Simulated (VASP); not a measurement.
Input of a VASP 6.6.1 run:

File INCAR:

```
SYSTEM = MgI2
PREC     = Accurate       ! precision mode
ENCUT    = 520            ! plane-wave cutoff, eV
EDIFF    = 1E-7           ! SCF threshold, eV
ISMEAR   = 0              ! smearing method
SIGMA    = 0.05           ! smearing width, eV
LREAL    = .FALSE.        ! projectors in reciprocal space
LASPH    = .TRUE.         ! aspherical terms in the spheres
NELM     = 100            ! most SCF steps
ALGO     = Normal         ! electronic algorithm
ISIF     = 2              ! what is computed and relaxed
LWAVE    = .FALSE.        ! write WAVECAR
LCHARG   = .FALSE.        ! write CHGCAR
GGA      = PE             ! functional
NBANDS   = 15             ! bands
```

The input KPOINTS:

```
Automatic mesh
0
G
  6 6 4
  0 0 0
```

Contents of POSCAR:

```
MgI2
1.0
    4.2734827252      0.0000000000      0.0000000000
   -2.1367413626      3.7009446027      0.0000000000
    0.0000000000      0.0000000000      7.9347883382
Mg I
1 2
Direct
    0.0000000000      0.0000000000      0.0000000000
    0.3333333333      0.6666666667      0.7973879295
    0.6666666667      0.3333333333      0.2026120705
```

Potentials or basis: VASP PAW PBE potentials, release 64 (Mg, I).

Run with:

```console
$ cat potpaw_PBE.64/Mg/POTCAR potpaw_PBE.64/I/POTCAR > POTCAR
$ mpirun -np 1 vasp_std > vasp.out
```

Problem. Predict the band gap on the k mesh.

Solution. 3.73 eV, indirect (least direct gap 3.77 eV).

Problem. Predict the largest force.

Solution. 0.192 eV/Å.

Forces on the atoms (eV/Å):
```
Mg   0.000  0.000  0.000
I    0.000  0.000 -0.192
I    0.000  0.000  0.192
```

Caveat: spin-orbit coupling is left out, which moves the levels of the heavy elements. A k mesh can miss the band edges.
